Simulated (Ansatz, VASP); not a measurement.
# Al3BP4 in VASP and in Ansatz

```
Al B P
1.0
     4.74282   -4.74951   -1.10561
     4.74282    4.74951   -1.10561
    -1.18117    0.00000    4.40976
Al B P
3 1 4
Direct
  0.21636 0.78364 0.00000
  0.78364 0.21636 0.00000
  0.50000 0.50000 0.00000
  0.00000 0.00000 0.00000
  0.00000 0.50000 0.50000
  0.50000 0.00000 0.50000
  0.00000 0.50000 0.00000
  0.50000 0.00000 0.00000
```

Alike in both runs: functional PBE; k mesh 3 × 3 × 4; occupations gaussian, width 0.2 eV; no spin polarisation.

Ansatz relaxed the structure, and its values are those at the end. VASP's run is a single point on that final structure, the one shown.

|  | VASP | Ansatz |
| --- | --- | --- |
| version | VASP 6.6.1 | Ansatz 0.2.0 |
| potentials or method | VASP PAW PBE potentials, release 64 (Al, B, P), cutoff 500 eV | scalar-relativistic, plane waves, PAW |
| valence electrons in the cell | 32 | 32 |

VASP gave:

- gap on the k mesh at the Fermi level (eV): none
- pressure (GPa): 0.1

**Question.** Which values does Ansatz return?

**Answer.** gap on the k mesh at the Fermi level (eV): none; pressure (GPa): 0.2.

A gap of «none» marks a metal or a gap that the smearing closes.

The k mesh is coarse, so the values compare programs but aren't converged.
